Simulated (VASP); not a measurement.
# SnSe2 (P-3m1) in VASP: G0W0 quasiparticle levels with PBE

Aim: the G0W0 quasiparticle levels of SnSe2 with PBE.

Everything below comes from runs of VASP 6.6.1. Logs are shortened: lines on timing, memory, paths and dates and some standing lists are left out, and cuts for length are marked.

## (1) The cell of the first run

The structure is trigonal, space group P-3m1 (No. 164). Conventional cell: a = 3.825 Å, b = 3.825 Å, c = 6.227 Å, α = 90.00°, β = 90.00°, γ = 120.00°. Sn (site symmetry -3m) has 6 Se at 2.71 Å within 3.6 Å. Se (site symmetry 3m) has 3 Sn at 2.71 Å within 3.6 Å.

## (2) G0W0 quasiparticle levels, PBE

The input, POSCAR:

```
SnSe2
1.0
    3.8251493292      0.0000000000      0.0000000000
   -1.9125746646      3.3126764923      0.0000000000
    0.0000000000      0.0000000000      6.2270790415
Sn Se
1 2
Direct
    0.0000000000      0.0000000000      0.0000000000
    0.3333333333      0.6666666667      0.2530782243
    0.6666666667      0.3333333333      0.7469217757
```

The input, INCAR.step1:

```
SYSTEM = SnSe2
PREC = Accurate
ENCUT = 500
EDIFF = 1E-8
ISMEAR = 0
SIGMA = 0.01
LREAL = .FALSE.
LASPH = .TRUE.
NELM = 100
ALGO = Normal
LWAVE = .TRUE.
LCHARG = .FALSE.
GGA = PE
```

The input, INCAR.step2:

```
SYSTEM = SnSe2
PREC = Accurate
ENCUT = 500
EDIFF = 1E-8
ISMEAR = 0
SIGMA = 0.01
LREAL = .FALSE.
LASPH = .TRUE.
NELM = 1
ALGO = Exact
LWAVE = .TRUE.
LCHARG = .FALSE.
GGA = PE
NBANDS = 53
LOPTICS = .TRUE.
ISTART = 1
```

The input, INCAR.step3:

```
SYSTEM = SnSe2
PREC = Accurate
ENCUT = 500
EDIFF = 1E-8
ISMEAR = 0
SIGMA = 0.01
LREAL = .FALSE.
LASPH = .TRUE.
ALGO = EVGW0
LWAVE = .FALSE.
LCHARG = .FALSE.
GGA = PE
NELMGW = 1
NBANDS = 53
ENCUTGW = 60.0
NOMEGA = 48
PRECFOCK = Fast
ISTART = 1
NBANDSGW = 21
```

The input, KPOINTS:

```
regular mesh
0
G
  6 6 2
  0 0 0
```

Potentials or basis: VASP PAW PBE potentials, release 64 (Sn_d_GW, Se_GW).

Command:

```bash
$ cat potpaw_PBE.64/Sn_d_GW/POTCAR potpaw_PBE.64/Se_GW/POTCAR > POTCAR
$ cp INCAR.step1 INCAR
$ mpirun -np 1 vasp_std > vasp.out
$ cp INCAR.step2 INCAR
$ mpirun -np 1 vasp_std > vasp.out
$ cp INCAR.step3 INCAR
$ mpirun -np 1 vasp_std > vasp.out
```

OUTCAR:

```text
SYSTEM = SnSe2
   PREC = Accurate
   ENCUT = 500
   EDIFF = 1E-8
   ISMEAR = 0
   LREAL = .FALSE.
   LASPH = .TRUE.
   GGA = PE
   NELMGW = 1
   ENCUTGW = 60.0
   PRECFOCK = Fast
   ISTART = 1

 ion  position               nearest neighbor table
   1  0.000  0.000  0.000-   2 2.71   3 2.71   2 2.71   3 2.71   3 2.71   2 2.71
   2  0.333  0.667  0.253-   1 2.71   1 2.71   1 2.71
   3  0.667  0.333  0.747-   1 2.71   1 2.71   1 2.71

  LATTYP: Found a hexagonal cell.
 ALAT       =     3.8251493292
 C/A-ratio  =     1.6279309657

  Lattice vectors:

 A1 = (   3.8251493292,   0.0000000000,   0.0000000000)
 A2 = (  -1.9125746646,   3.3126764923,   0.0000000000)
 A3 = (   0.0000000000,   0.0000000000,   6.2270790415)

Analysis of symmetry for initial positions (statically):
=====================================================================
 Subroutine PRICEL returns:
 Original cell was already a primitive cell.

 Routine SETGRP: Setting up the symmetry group for a
 hexagonal supercell.

 Subroutine GETGRP returns: Found 12 space group operations
 (whereof 12 operations were pure point group operations)
 out of a pool of 24 trial point group operations.

The static configuration has the point symmetry D_3d.

Analysis of symmetry for dynamics (positions and initial velocities):
=====================================================================
 Subroutine PRICEL returns:
 Original cell was already a primitive cell.

 Routine SETGRP: Setting up the symmetry group for a
 hexagonal supercell.

 Subroutine GETGRP returns: Found 12 space group operations
 (whereof 12 operations were pure point group operations)
 out of a pool of 24 trial point group operations.

The dynamic configuration has the point symmetry D_3d.

 Subroutine INISYM returns: Found 12 space group operations
 (whereof 12 operations are pure point group operations),
 and found     1 'primitive' translations

----------------------------------------------------------------------------------------

                                     Primitive cell

  volume of cell :      78.9063

  direct lattice vectors                    reciprocal lattice vectors
     3.825149329  0.000000000  0.000000000     0.261427702  0.150935354  0.000000000
    -1.912574665  3.312676492  0.000000000     0.000000000  0.301870709  0.000000000
     0.000000000  0.000000000  6.227079041     0.000000000  0.000000000  0.160588936

  length of vectors
[... 45 lines left out ...]
  0.166667  0.166667  0.000000      6.000000
  0.333333  0.166667  0.000000     12.000000
  0.333333  0.333333  0.000000      2.000000
  0.000000  0.000000  0.500000      1.000000
  0.166667  0.000000  0.500000      6.000000
  0.333333 -0.000000  0.500000      6.000000
  0.500000 -0.000000  0.500000      3.000000
  0.166667  0.166667  0.500000      6.000000
  0.333333  0.166667  0.500000     12.000000
  0.333333  0.333333  0.500000      2.000000
   k-points           NKPTS =     14   k-points in BZ     NKDIM =     72   number of bands    NBANDS=     53
   number of dos      NEDOS =    301   number of ions     NIONS =      3
   total plane-waves  NPLWV =  37632
   dimension x,y,z NGX =    28 NGY =   28 NGZ =   48
   dimension x,y,z NGXF=    56 NGYF=   56 NGZF=   96
   ions per type =               1   2
   NGX,Y,Z   is equivalent  to a cutoff of  12.17, 12.17, 12.81 a.u.
   NGXF,Y,Z  is equivalent  to a cutoff of  24.34, 24.34, 25.63 a.u.
 SYSTEM =  SnSe2
   PREC   = accura    normal or accurate (medium, high low for compatibility)
   ISTART =      1    job   : 0-new  1-cont  2-samecut
   ICHARG =      0    charge: 1-file 2-atom 10-const
   ISPIN  =      1    spin polarized calculation?
   LNONCOLLINEAR =      F non collinear calculations
   LSORBIT =      F    spin-orbit coupling
   LASPH  =      T    aspherical Exc in radial PAW
   ENCUT  =  500.0 eV  36.75 Ry    6.06 a.u.   6.97  6.97 11.35*2*pi/ulx,y,z
   NELM   =     60;   NELMIN=  2; NELMDL=  0     # of ELM steps
   EDIFF  = 0.1E-07   stopping-criterion for ELM
   LREAL  =      F    real-space projection
   EDIFFG = 0.1E-06   stopping-criterion for IOM
   NSW    =      0    number of steps for IOM
   IBRION =     -1    ionic relax: 0-MD 1-quasi-New 2-CG
   NFREE  =      0    steps in history (QN), initial steepest desc. (CG)
   ISIF   =      0    stress and relaxation
   ISYM   =      3    0-nonsym 1-usesym 2-fastsym
   POTIM  = 0.5000    time-step for ionic-motion
   TEBEG  =    0.0;   TEEND  =   0.0 temperature during run
   PSTRESS=    0.0 pullay stress
   NELECT =      26.0000    total number of electrons
   NUPDOWN=      -1.0000    fix difference up-down
   EMIN   =  10.00;   EMAX   =-10.00  energy-range for DOS
   EFERMI =   0.00;   METHOD = LEGACY
   ISMEAR =     0;   SIGMA  =   0.01  broadening in eV -4-tet -1-fermi 0-gaus
   EFERMI_NEDOS =   21; number of points for ismear=-14 and -15
   IALGO  =     38    algorithm
   IMIX   =      4    mixing-type and parameters
     AMIX     =   0.40;   BMIX     =  1.00
     AMIX_MAG =   1.60;   BMIX_MAG =  1.00
  volume/ion in A,a.u.               =      26.30       177.50
  Fermi-wavevector in a.u.,A,eV,Ry     =   1.130738  2.136785 17.395982  1.278569
  Thomas-Fermi vector in A             =   2.267435
   LORBIT       =      0    0 simple, 1 ext, 2 COOP (PROOUT), +10 PAW based schemes
   GGA     = PE    functional components
   LHFCALC =     T    Hartree Fock is set to
   PRECFOCK=fast      Normal, Fast or Accurate (Low or Medium for compatibility)
   ENCUT4O =  -1.0   cutoff for four orbital integrals eV
   NKREDX  =     1    reduce k-point grid by
   NKREDY  =     1    reduce k-point grid by
   NKREDZ  =     1    reduce k-point grid by
   AEXX    =    1.0000 exact exchange contribution
   HFSCREEN=    0.0000 screening length (either q_TF or 0.3 A-1)
   HFSCREENC=   0.0000 screening length for correlation (either q_TF or 0.3 A-1)
   ENCUTFOCK=  -1.0 apply spherical cutoff to Coloumb kernel
   IVDW    =     0    specifies the selected vdW correction
   LEPSILON=     F    determine dielectric tensor
   LRPA    =     F    only Hartree local field effects (RPA)
   LRPAFORCE           =     F    calculate RPA forces
   ENCUTGW             =  60.0    cutoff for response function in eV
   ENCUTGWSOFT         =  48.0    soft cutoff for Coulomb kernel in GW response function in eV
   ENCUTLF             =  -1.0    cutoff for local field effects
   NELMGW              =     1    number of iterations in solving QP/BSE equation
   NELMHF              =     1    number of iterations in the inner HF iteration
   NKREDLFX            =     1    NKREDLFY  =   1   NKREDLFZ  =   1
 non-spin polarized calculation
 Gauss-broadening in eV      SIGMA  =   0.01
  energy-cutoff  :      500.00
  volume of cell :       78.91
 maximum number of plane-waves:      2020
 NGX is ok and might be reduce to    28
  NGX = 16; NGY = 16; NGZ = 28
   NGX = 13   NGY = 13   NGZ = 23
 maximum number of plane-waves:        97
 NGX is ok and might be reduce to    10

 QP shifts <psi_nk| G(iteration)W_0 |psi_nk>: iteration 1
 for sc-GW calculations column KS-energies equals QP-energies in previous step
 and V_xc(KS)=  KS-energies - (<T + V_ion + V_H > + <T+V_H+V_ion>^1  + <V_x>^1)

 k-point   1 :       0.0000    0.0000    0.0000
  band No.  KS-energies  QP-energies   sigma(KS)   V_xc(KS)     V^pw_x(r,r')   Z            occupation Imag(sigma)

      1     -18.1134     -20.2018     -20.4742     -17.4843     -27.1314       0.6985       2.0000       0.3397
      2     -18.1134     -20.2018     -20.4742     -17.4843     -27.1314       0.6985       2.0000       0.3397
      3     -18.0785     -20.1156     -20.4086     -17.4649     -27.0284       0.6920       2.0000       0.2773
      4     -18.0662     -20.1329     -20.4616     -17.4986     -27.0772       0.6975       2.0000       0.2859
      5     -18.0662     -20.1329     -20.4616     -17.4986     -27.0772       0.6975       2.0000       0.2859
      6     -10.6476     -10.4009     -11.6776     -12.0639     -19.6701       0.6385       2.0000       1.5542
[... 338 lines left out ...]
     20      12.2770      12.9616      -8.6821      -9.5723      -4.3062       0.7690       0.0000      -0.3026
     21      12.2770      12.9616      -8.6821      -9.5723      -4.3062       0.7690       0.0000      -0.3026
```

OUTCAR.step2:

```text
SYSTEM = SnSe2
   PREC = Accurate
   ENCUT = 500
   EDIFF = 1E-8
   ISMEAR = 0
[... 941 lines left out ...]
     0.00000    13.89884    13.89884    12.50552    -0.00000     0.00000    -0.00000
     0.64983    14.71284    14.71284    14.14914    -0.00000     0.00000    -0.00000
     1.29965    19.65579    19.65579     3.81431    -0.00000     0.00000    -0.00000
     1.94948    12.67848    12.67848    12.88938     0.00000     0.00000    -0.00000
     2.59930    12.52384    12.52384     5.50303    -0.00000     0.00000     0.00000
     3.24913     9.42125     9.42125     7.99587    -0.00000    -0.00000     0.00000
[... 92 lines left out ...]
    63.68294     0.88060     0.88060     0.88234     0.00000    -0.00000     0.00000
    64.33276     0.88410     0.88410     0.88582     0.00000    -0.00000     0.00000
```

Wall time 9.3 min (1 thread of AMD EPYC 7R13 (Zen 3), shared host); peak memory 1.4 GiB.

Results:

```yaml
Quasiparticle_gap: 1.33 eV
Least_direct_quasiparticle_gap: 1.79 eV
Band_gap_of_the_starting_levels_on_the_mesh: 0.79 eV
Least_direct_gap_of_the_starting_levels_on_the_mesh: 1.11 eV
```

Caveat: the k points lie up to 0.50 Å⁻¹ apart; bands, screening cutoff and mesh are small and nothing is extrapolated, so the quasiparticle values aren't converged; spin-orbit coupling is left out, which moves the levels of the heavy elements.
